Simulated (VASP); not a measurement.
# Rh (P6_3/mmc) in VASP: further runs

Runs on Rh. Level: PBEsol. Tasks: single point.

Everything below comes from runs of VASP 6.6.1. Logs are shortened: lines on timing, memory, paths and dates and some standing lists are left out, and cuts for length are marked.

### 1 The cell of the first run

Symmetry: P6_3/mmc, No. 194, hexagonal system. Conventional cell: a = 2.675 Å, b = 2.675 Å, c = 8.727 Å, α = 90.00°, β = 90.00°, γ = 120.00°. Within 3.5 Å of Rh (site symmetry -3m) lie 12 Rh at 2.67 to 2.68 Å. Rh (site symmetry -6m2) has 12 Rh at 2.67 to 2.68 Å within 3.5 Å.

This isn't the form of Rh at room conditions, which is fcc.

### 2 Single point, PBEsol

INCAR

```
SYSTEM = Rh
PREC = Accurate
ENCUT = 520
EDIFF = 1E-7
ISMEAR = 0
SIGMA = 0.15
LREAL = .FALSE.
LASPH = .TRUE.
NELM = 100
ALGO = Fast
ISIF = 2
LWAVE = .FALSE.
LCHARG = .TRUE.
GGA = PS
LELF = .TRUE.
LVHAR = .TRUE.
NBANDS = 70
```

KPOINTS

```
regular mesh
0
G
  12 12 2
  0 0 0
```

POSCAR

```
Rh
1.0
    2.6754312333      0.0000000000      0.0000000000
   -1.3377156166      2.3169914141      0.0000000000
    0.0000000000      0.0000000000     17.4542775656
Rh
8
Direct
    0.0000000000      0.0000000000      0.5000000000
    0.0000000000      0.0000000000      0.0000000000
    0.3333333333      0.6666666667      0.1250000000
    0.3333333333      0.6666666667      0.6250000000
    0.0000000000      0.0000000000      0.2500000000
    0.0000000000      0.0000000000      0.7500000000
    0.6666666667      0.3333333333      0.3750000000
    0.6666666667      0.3333333333      0.8750000000
```

Potentials or basis: VASP PAW PBE potentials, release 64 (Rh_pv).

Run with:

```bash
cat potpaw_PBE.64/Rh_pv/POTCAR > POTCAR
mpirun -np 1 vasp_std > vasp.out
```

OUTCAR:

```text
SYSTEM = Rh
   PREC = Accurate
   ENCUT = 520
   EDIFF = 1E-7
   ISMEAR = 0
   LREAL = .FALSE.
   LASPH = .TRUE.
   NELM = 100
   ISIF = 2
   GGA = PS

 ion  position               nearest neighbor table
   1  0.000  0.000  0.500-   4 2.67   7 2.67   4 2.67   7 2.67   7 2.67   4 2.67
   2  0.000  0.000  0.000-   3 2.67   8 2.67   3 2.67   8 2.67   8 2.67   3 2.67
   3  0.333  0.667  0.125-   2 2.67   5 2.67   2 2.67   5 2.67   2 2.67   5 2.67
   4  0.333  0.667  0.625-   1 2.67   6 2.67   1 2.67   6 2.67   1 2.67   6 2.67
   5  0.000  0.000  0.250-   3 2.67   7 2.67   3 2.67   7 2.67   7 2.67   3 2.67
   6  0.000  0.000  0.750-   4 2.67   8 2.67   4 2.67   8 2.67   8 2.67   4 2.67
   7  0.667  0.333  0.375-   1 2.67   5 2.67   1 2.67   5 2.67   1 2.67   5 2.67
   8  0.667  0.333  0.875-   2 2.67   6 2.67   2 2.67   6 2.67   2 2.67   6 2.67

  LATTYP: Found a hexagonal cell.
 ALAT       =     2.6754312333
 C/A-ratio  =     6.5239118645

  Lattice vectors:

 A1 = (   2.6754312333,   0.0000000000,   0.0000000000)
 A2 = (  -1.3377156166,   2.3169914141,   0.0000000000)
 A3 = (   0.0000000000,   0.0000000000,  17.4542775656)

Analysis of symmetry for initial positions (statically):
=====================================================================
 Subroutine PRICEL returns following result:

  LATTYP: Found a hexagonal cell.
 ALAT       =     2.6754312333
 C/A-ratio  =     3.2619559323

  Lattice vectors:

 A1 = (   2.6754312333,   0.0000000000,   0.0000000000)
 A2 = (  -1.3377156166,   2.3169914141,   0.0000000000)
 A3 = (   0.0000000000,   0.0000000000,   8.7271387828)

   2 primitive cells build up your supercell.

 Routine SETGRP: Setting up the symmetry group for a
 hexagonal supercell.

 Subroutine GETGRP returns: Found 24 space group operations
 (whereof 12 operations were pure point group operations)
 out of a pool of 24 trial point group operations.

The static configuration has the point symmetry D_3d.
 The point group associated with its full space group is D_6h.

Analysis of symmetry for dynamics (positions and initial velocities):
=====================================================================
 Subroutine PRICEL returns following result:

  LATTYP: Found a hexagonal cell.
 ALAT       =     2.6754312333
 C/A-ratio  =     3.2619559323

  Lattice vectors:

 A1 = (   2.6754312333,   0.0000000000,   0.0000000000)
 A2 = (  -1.3377156166,   2.3169914141,   0.0000000000)
 A3 = (   0.0000000000,   0.0000000000,   8.7271387828)

   2 primitive cells build up your supercell.

 Routine SETGRP: Setting up the symmetry group for a
 hexagonal supercell.

 Subroutine GETGRP returns: Found 24 space group operations
 (whereof 12 operations were pure point group operations)
 out of a pool of 24 trial point group operations.

The dynamic configuration has the point symmetry D_3d.
 The point group associated with its full space group is D_6h.

 Subroutine INISYM returns: Found 24 space group operations
 (whereof 12 operations are pure point group operations),
 and found     2 'primitive' translations

----------------------------------------------------------------------------------------

                                     Primitive cell

  volume of cell :      54.0991

  direct lattice vectors                    reciprocal lattice vectors
     2.675431233  0.000000000  0.000000000     0.373771520  0.215797088  0.000000000
    -1.337715617  2.316991414  0.000000000     0.000000000  0.431594176  0.000000000
     0.000000000  0.000000000  8.727138783     0.000000000  0.000000000  0.114585092

  length of vectors
     2.675431233  2.675431233  8.727138783     0.431594176  0.431594176  0.114585092

  position of ions in fractional coordinates (direct lattice)
     0.000000000  0.000000000  0.000000000
     0.333333333  0.666666667  0.250000000
     0.000000000  0.000000000  0.500000000
     0.666666667  0.333333333  0.750000000

  ion indices of the primitive-cell ions
   primitive index   ion index
                 1           1
                 2           4
                 3           5
                 4           7

----------------------------------------------------------------------------------------

 KPOINTS: regular mesh

Automatic generation of k-mesh.
 Grid dimensions read from file:
 generate k-points for:   12   12    2

 Generating k-lattice:

  Cartesian coordinates                     Fractional coordinates (reciprocal lattice)
     0.031147627  0.017983091  0.000000000     0.083333333 -0.000000000  0.000000000
     0.000000000  0.035966181  0.000000000     0.000000000  0.083333333  0.000000000
     0.000000000  0.000000000  0.028646273     0.000000000  0.000000000  0.500000000

  Length of vectors
     0.035966181  0.035966181  0.028646273

  Shift w.r.t. Gamma in fractional coordinates (k-lattice)
     0.000000000  0.000000000  0.000000000

 Subroutine IBZKPT returns following result:
 ===========================================

 Found     38 irreducible k-points:

 Following reciprocal coordinates:
            Coordinates               Weight
  0.000000  0.000000  0.000000      1.000000
  0.083333  0.000000  0.000000      6.000000
  0.166667  0.000000  0.000000      6.000000
  0.250000  0.000000  0.000000      6.000000
  0.333333  0.000000  0.000000      6.000000
  0.416667  0.000000  0.000000      6.000000
[... 16 lines left out ...]
  0.250000  0.000000  0.500000      6.000000
  0.333333  0.000000  0.500000      6.000000
 [... further k-points ...]
   k-points           NKPTS =     38   k-points in BZ     NKDIM =     38   number of bands    NBANDS=     70
   number of dos      NEDOS =    301   number of ions     NIONS =      8
   total plane-waves  NPLWV =  56000
   dimension x,y,z NGX =    20 NGY =   20 NGZ =  140
   dimension x,y,z NGXF=    40 NGYF=   40 NGZF=  280
   ions per type =               8
   NGX,Y,Z   is equivalent  to a cutoff of  12.43, 12.43, 13.33 a.u.
   NGXF,Y,Z  is equivalent  to a cutoff of  24.86, 24.86, 26.67 a.u.
 SYSTEM =  Rh
   PREC   = accura    normal or accurate (medium, high low for compatibility)
   ISTART =      0    job   : 0-new  1-cont  2-samecut
   ICHARG =      2    charge: 1-file 2-atom 10-const
   ISPIN  =      1    spin polarized calculation?
   LNONCOLLINEAR =      F non collinear calculations
   LSORBIT =      F    spin-orbit coupling
   LASPH  =      T    aspherical Exc in radial PAW
   ENCUT  =  520.0 eV  38.22 Ry    6.18 a.u.   4.97  4.97 32.45*2*pi/ulx,y,z
   NELM   =    100;   NELMIN=  2; NELMDL= -5     # of ELM steps
   EDIFF  = 0.1E-06   stopping-criterion for ELM
   LREAL  =      F    real-space projection
   EDIFFG = 0.1E-05   stopping-criterion for IOM
   NSW    =      0    number of steps for IOM
   IBRION =     -1    ionic relax: 0-MD 1-quasi-New 2-CG
   NFREE  =      0    steps in history (QN), initial steepest desc. (CG)
   ISIF   =      2    stress and relaxation
   ISYM   =      2    0-nonsym 1-usesym 2-fastsym
   POTIM  = 0.5000    time-step for ionic-motion
   TEBEG  =    0.0;   TEEND  =   0.0 temperature during run
   PSTRESS=    0.0 pullay stress
   NELECT =     120.0000    total number of electrons
   NUPDOWN=      -1.0000    fix difference up-down
   EMIN   =  10.00;   EMAX   =-10.00  energy-range for DOS
   EFERMI =   0.00;   METHOD = LEGACY
   ISMEAR =     0;   SIGMA  =   0.15  broadening in eV -4-tet -1-fermi 0-gaus
   EFERMI_NEDOS =   21; number of points for ismear=-14 and -15
   IALGO  =     68    algorithm
   IMIX   =      4    mixing-type and parameters
     AMIX     =   0.40;   BMIX     =  1.00
     AMIX_MAG =   1.60;   BMIX_MAG =  1.00
  volume/ion in A,a.u.               =      13.52        91.27
  Fermi-wavevector in a.u.,A,eV,Ry     =   1.694579  3.202290 39.070474  2.871599
  Thomas-Fermi vector in A             =   2.775779
   LORBIT       =      0    0 simple, 1 ext, 2 COOP (PROOUT), +10 PAW based schemes
   GGA     = PS    functional components
   LHFCALC =     F    Hartree Fock is set to
   AEXX    =    0.0000 exact exchange contribution
   IVDW    =     0    specifies the selected vdW correction
   LEPSILON=     F    determine dielectric tensor
   LRPA    =     F    only Hartree local field effects (RPA)
 non-spin polarized calculation
 RMM-DIIS sequential band-by-band and
 Gauss-broadening in eV      SIGMA  =   0.15
  energy-cutoff  :      520.00
  volume of cell :      108.20
 maximum number of plane-waves:      2967
 NGX is ok and might be reduce to    20
   NGX =  9   NGY =  9   NGZ = 65

 number of electron     119.9999993 magnetization

 Free energy of the ion-electron system (eV)
  ---------------------------------------------------
  ext. energy  EPLUGINS =         0.00000000
  ---------------------------------------------------
  free energy    TOTEN  =       -65.00356012 eV

  energy without entropy =      -64.89943415  energy(sigma->0) =      -64.95149713

 E-fermi :  12.0805     XC(G=0): -14.3236

 val. band max:       12.0397483736   @ k =   0.3333   0.1667   0.0000
 cond. band min:      12.0822564890   @ k =   0.3333   0.3333   0.5000
 fundamental gap:      0.0425081154
 Fermi energy:        12.0804794596

 k-point     1 :       0.0000    0.0000    0.0000
  band No.  band energies     occupation
      1     -35.0779      2.00000
      2     -34.9671      2.00000
      3     -34.9671      2.00000
      4     -34.6980      2.00000
      5     -34.6908      2.00000
      6     -34.4143      2.00000
[... 62 lines left out ...]
     69      12.1661      0.41951
     70      12.7015      0.00000

 k-point     2 :       0.0833    0.0000    0.0000
  band No.  band energies     occupation
      1     -35.0609      2.00000
      2     -34.9562      2.00000
      3     -34.9562      2.00000
      4     -34.7023      2.00000
      5     -34.6965      2.00000
      6     -34.4459      2.00000
[... 1598 lines left out ...]
 k-point    24 :       0.3333    0.0000    0.5000
  band No.  band energies     occupation
      1     -34.9467      2.00000
      2     -34.9467      2.00000
      3     -34.8974      2.00000
      4     -34.8974      2.00000
      5     -34.8822      2.00000
      6     -34.8822      2.00000
[... 62 lines left out ...]
     69      14.9407      0.00000
     70      14.9407      0.00000

 [... further k-points ...]

------------------------ aborting loop because EDIFF is reached ----------------------------------------

  FORCE on cell =-STRESS in cart. coord.  units (eV):
  Direction    XX          YY          ZZ          XY          YZ          ZX
  --------------------------------------------------------------------------------------
  -------------------------------------------------------------------------------------
  Total       -0.0713176     -0.0713176      0.1246732     -0.0000000     -0.0000000      0.0000000
  in kB       -1.0560568     -1.0560568      1.8461357     -0.0000000     -0.0000000      0.0000000
  external PRESSURE =      -0.0886593 kB  Pullay stress =       0.0000000 kB

 VOLUME and BASIS-vectors are now :
 -----------------------------------------------------------------------------
  energy-cutoff  :      520.00
  volume of cell :      108.20
      direct lattice vectors                 reciprocal lattice vectors
     2.675431233  0.000000000  0.000000000     0.373771520  0.215797088  0.000000000
    -1.337715617  2.316991414  0.000000000     0.000000000  0.431594176  0.000000000
     0.000000000  0.000000000 17.454277566     0.000000000  0.000000000  0.057292546

 POSITION                                       TOTAL-FORCE (eV/Angst)
 -----------------------------------------------------------------------------------
      0.00000      0.00000      8.72714         0.000000      0.000000      0.000000
      0.00000      0.00000      0.00000         0.000000      0.000000      0.000000
     -0.00000      1.54466      2.18178        -0.000000     -0.000000     -0.000000
     -0.00000      1.54466     10.90892        -0.000000     -0.000000      0.000000
      0.00000      0.00000      4.36357         0.000000      0.000000      0.000000
      0.00000      0.00000     13.09071         0.000000      0.000000      0.000000
      1.33772      0.77233      6.54535         0.000000     -0.000000      0.000000
      1.33772      0.77233     15.27249         0.000000      0.000000     -0.000000
 -----------------------------------------------------------------------------------
    total drift:                               -0.000000      0.000000      0.000000

  FREE ENERGIE OF THE ION-ELECTRON SYSTEM (eV)
  ---------------------------------------------------
  free  energy   TOTEN  =       -65.0035601152 eV

  energy  without entropy=      -64.8994341492  energy(sigma->0) =      -64.95149713
```

Wall time 7.5 min (1 thread of Intel Xeon Platinum 8488C (Sapphire Rapids), shared host); peak memory 0.34 GiB.

What came out:

- Free energy: -65.0036 eV
- Pressure: 0.0 GPa
- Band gap on the k mesh: zero (bands 60 and 61 overlap by 2.04 eV)

Stress tensor (GPa, compression positive):
```
-0.11  0.00  0.00
 0.00 -0.11  0.00
 0.00  0.00  0.18
```

Caveat: the PAW data sets were made with another functional, which shifts forces and pressure a little.

### 3 Single point, PBEsol (biaxial strain in the a-b plane: -1.0 %, then relaxed in part)

INCAR

```
ALGO = Fast
EDIFF = 1E-7
ENCUT = 520
GGA = PS
ISIF = 2
ISMEAR = 0
LASPH = T
LCHARG = F
LREAL = F
LWAVE = F
NBANDS = 38
NELM = 80
PREC = Accurate
SIGMA = 0.1
```

KPOINTS

```
k-points
0
Gamma
  24 24 6
```

POSCAR

```
Rh
1.0
    2.6486769216      0.0000000000      0.0000000000
   -1.3243384608      2.2938215005      0.0000000000
    0.0000000000      0.0000000000      8.7813989424
Rh
4
Direct
    0.0000000000      0.0000000000      0.0000000000
    0.3333333333      0.6666666667      0.2500000000
    0.0000000000      0.0000000000      0.5000000000
    0.6666666667      0.3333333333      0.7500000000
```

Potentials or basis: VASP PAW PBE potentials, release 64 (Rh_pv).

Run with:

```bash
cat potpaw_PBE.64/Rh_pv/POTCAR > POTCAR
mpirun -np 1 vasp_std > vasp.out
```

Wall time 14 min (1 thread of Intel Xeon 8259CL, shared host); peak memory 0.44 GiB.

The run converged. Its results:

| Property | Result |
| --- | --- |
| Free energy | -32.4651 eV |
| Pressure | 4.2 GPa |
| Band gap on the k mesh | zero (bands 30 and 31 overlap by 2.13 eV) |

Stress tensor (GPa, compression positive):
```
 6.40  0.00  0.00
 0.00  6.40  0.00
 0.00  0.00 -0.08
```

Levels at points of the mesh, in eV from the Fermi level:
```tsv
k point	band 27	band 28	band 29	band 30	band 31	band 32	band 33	band 34
(0.00, 0.00, 0.00)	-2.79	-1.45	-1.45	-0.83	-0.83	-0.36	-0.36	0.43
(0.50, 0.00, 0.00)	0.61	0.67	0.77	0.89	0.91	0.93	1.19	2.23
(0.00, 0.00, 0.50)	-1.37	-1.37	-1.15	-1.15	-1.15	-1.15	0.09	0.09
(0.50, 0.00, 0.50)	-0.12	-0.12	0.70	0.70	0.91	0.91	2.94	2.94
```

Caveat: the cell differs from its parent crystal (biaxial strain in the a-b plane: -1.0 %, then relaxed in part); the stress differs along the axes, from -0 to 6 GPa; the PAW data sets were made with another functional, which shifts forces and pressure a little.

(Part 1 of 2 ends here.)

The gap in the log of VASP goes by the Fermi energy; the results here count the filled bands.